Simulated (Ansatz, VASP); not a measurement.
**Two plane-wave programs on Sc**

Contents of POSCAR:

```
Sc
1.0
    0.0000000000      1.9834644452      2.9751966678
    1.9834644452      0.0000000000      2.9751966678
    1.9834644452      1.9834644452      0.0000000000
Sc
1
Direct
    0.0000000000      0.0000000000      0.0000000000
```

The input INCAR.step1:

```
SYSTEM = Sc
ALGO     = Normal         ! electronic algorithm
EDIFF    = 1E-4           ! SCF threshold, eV
ENCUT    = 520            ! plane-wave cutoff, eV
GGA      = PE             ! functional
ISMEAR   = 0              ! smearing method
LASPH    = .TRUE.         ! aspherical terms in the spheres
LCHARG   = .FALSE.        ! write CHGCAR
LREAL    = .FALSE.        ! projectors in reciprocal space
LWAVE    = .TRUE.         ! write WAVECAR
NBANDS   = 12             ! bands
NELM     = 80             ! most SCF steps
PREC     = Accurate       ! precision mode
SIGMA    = 0.15           ! smearing width, eV
```

INCAR.step2

```
SYSTEM = Sc
ALGO     = Normal         ! electronic algorithm
EDIFF    = 1E-6           ! SCF threshold, eV
ENCUT    = 520            ! plane-wave cutoff, eV
ISIF     = 2              ! what is computed and relaxed
ISMEAR   = 0              ! smearing method
ISTART   = 1            
LASPH    = .TRUE.         ! aspherical terms in the spheres
LCHARG   = .FALSE.        ! write CHGCAR
LMIXTAU  = .TRUE.       
LREAL    = .FALSE.        ! projectors in reciprocal space
LWAVE    = .FALSE.        ! write WAVECAR
METAGGA  = R2SCAN         ! meta-GGA
NBANDS   = 12             ! bands
NELM     = 80             ! most SCF steps
PREC     = Accurate       ! precision mode
SIGMA    = 0.15           ! smearing width, eV
```

KPOINTS

```
k-points
0
G
  20 20 20
  0 0 0
```

Input for Ansatz:

```yaml
crystal:
  lattice:
    - [0.0, 1.9834644452, 2.9751966678]
    - [1.9834644452, 0.0, 2.9751966678]
    - [1.9834644452, 1.9834644452, 0.0]
  atoms:
    - { symbol: Sc, position: [0.0, 0.0, 0.0] }
basis:
  ecutwfc: 500
kpoints:
  mp_grid: { grid: [20, 20, 20] }
hamiltonian:
  xc: r2scan
scf:
  occupations: { method: gaussian, width: 0.15 }
output:
  forces: true
  stress: true
  eigenvalues: true
```

Alike in both runs: task single point; functional r2SCAN; k mesh 20 × 20 × 20; occupations gaussian, width 0.15 eV; no spin polarisation.

|  | VASP | Ansatz |
| --- | --- | --- |
| version | VASP 6.6.1 | Ansatz 0.2.0 |
| potentials or method | VASP PAW PBE potentials, release 64 (Sc_sv), cutoff 520 eV | scalar-relativistic, plane waves, PAW |
| valence electrons in the cell | 11 | 11 |

|  | VASP | Ansatz | Ansatz less VASP |
| --- | --- | --- | --- |
| gap on the k mesh at the Fermi level (eV) | none | none | - |
| pressure (GPa) | 3.1 | 2.8 | -0.25 |
| traceless stress, the component that is largest in VASP (GPa) | -15.61 | -15.51 | +0.100 |

VASP's potentials were made for PBE, not for r2SCAN. A gap of «none» marks a metal or a gap that the smearing closes.
